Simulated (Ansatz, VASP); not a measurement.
# One calculation of AlP, two programs

Contents of INCAR:

```
SYSTEM = AlP
  PREC = Accurate
  ENCUT = 520
  EDIFF = 1E-6
  ISMEAR = 0
  SIGMA = 0.05
  LREAL = .False.
  LASPH = .True.
  NELM = 80
  ALGO = Normal
  ISIF = 2
  LWAVE = .False.
  LCHARG = .False.
  LDIPOL = .True.
  IDIPOL = 3
  DIPOL = 0.5 0.5 0.500
  GGA = PE
  NBANDS = 31
```

File KPOINTS:

```
Automatic mesh
0
Gamma
  7 7 1
  0 0 0
```

POSCAR

```
AlP
1.0
    3.8938964222      0.0000000000      0.0000000000
    0.0000000000      3.8938964222      0.0000000000
    0.0000000000      0.0000000000     27.3903025442
P Al
5 5
Direct
    0.0000000000      0.5000000000      0.2738195384
    0.5000000000      0.0000000000      0.3743441880
    0.0000000000      0.5000000000      0.4748688376
    0.5000000000      0.0000000000      0.5753934872
    0.0000000000      0.5000000000      0.6759181368
    0.5000000000      0.5000000000      0.3240818632
    0.0000000000      0.0000000000      0.4246065128
    0.5000000000      0.5000000000      0.5251311624
    0.0000000000      0.0000000000      0.6256558120
    0.5000000000      0.5000000000      0.7261804616
```

Input for Ansatz:

```yaml
crystal:
  lattice:
    - [3.8938964222, 0.0, 0.0]
    - [0.0, 3.8938964222, 0.0]
    - [0.0, 0.0, 27.3903025442]
  atoms:
    - { symbol: P, position: [0.0, 0.5, 0.2738195384] }
    - { symbol: Al, position: [0.5, 0.5, 0.3240818632] }
    - { symbol: P, position: [0.5, 0.0, 0.374344188] }
    - { symbol: Al, position: [0.0, 0.0, 0.4246065128] }
    - { symbol: P, position: [0.0, 0.5, 0.4748688376] }
    - { symbol: Al, position: [0.5, 0.5, 0.5251311624] }
    - { symbol: P, position: [0.5, 0.0, 0.5753934872] }
    - { symbol: Al, position: [0.0, 0.0, 0.625655812] }
    - { symbol: P, position: [0.0, 0.5, 0.6759181368] }
    - { symbol: Al, position: [0.5, 0.5, 0.7261804616] }
basis:
  ecutwfc: 420
kpoints:
  mp_grid: { grid: [7, 7, 1] }
hamiltonian:
  xc: pbe
scf:
  occupations: { method: gaussian, width: 0.05 }
output:
  forces: true
  stress: true
  eigenvalues: true
efield:
  axis: 3
  dipole_correction: true
  ramp_width: 0.04
```

Alike in both runs: task single point; functional PBE; k mesh 7 × 7 × 1; occupations gaussian, width 0.05 eV; no spin polarisation.

|  | VASP | Ansatz |
| --- | --- | --- |
| version | VASP 6.6.1 | Ansatz 0.2.0 |
| potentials or method | VASP PAW PBE potentials, release 64 (P, Al), cutoff 520 eV | scalar-relativistic, plane waves, PAW |
| valence electrons in the cell | 40 | 40 |

|  | VASP | Ansatz | Ansatz less VASP |
| --- | --- | --- | --- |
| gap on the k mesh at the Fermi level (eV) | none | none | - |
| rms of the force components (eV/Å) | 0.151 | 0.151 | +0.0005 |

A gap of «none» marks a metal or a gap that the smearing closes. With one functional, cell and mesh, what is left measures potentials, basis and numerics.
